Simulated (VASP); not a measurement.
Input of a VASP 6.6.1 run:

The input INCAR:

```
SYSTEM = AlN
ALGO = Normal
EDIFF = 1E-6
ENCUT = 520
GGA = PS
ISIF = 2
ISMEAR = 0
LASPH = .True.
LCHARG = .True.
LELF = .True.
LREAL = .False.
LVHAR = .True.
LWAVE = .False.
NBANDS = 16
NELM = 100
PREC = Accurate
SIGMA = 0.01
```

Contents of KPOINTS:

```
k-points
0
Gamma
  8 8 6
  0 0 0
```

The input POSCAR:

```
AlN
1.0
    3.1761061181      0.0000000000      0.0000000000
   -1.5880530591      2.7505885834      0.0000000000
    0.0000000000      0.0000000000      4.9230579764
Al N
2 2
Direct
    0.3333333333      0.6666666667     -0.0010085599
    0.6666666667      0.3333333333      0.4989914401
    0.3333333333      0.6666666667      0.3810085599
    0.6666666667      0.3333333333      0.8810085599
```

Potentials or basis: VASP PAW PBE potentials, release 64 (Al, N).

Launch:

```console
$ cat potpaw_PBE.64/Al/POTCAR potpaw_PBE.64/N/POTCAR > POTCAR
$ mpirun -np 1 vasp_std > vasp.out
```

(1) Predict the pressure.

(2) Predict the band gap on the k mesh.

(3) Predict the largest force.

## Answers

(1) -5.4 GPa.

(2) 3.79 eV, direct.

(3) 0.369 eV/Å.

Caveat: the cell differs from its parent crystal (in-plane strain +0.02); the PAW data sets were made with another functional, which shifts forces and pressure a little.
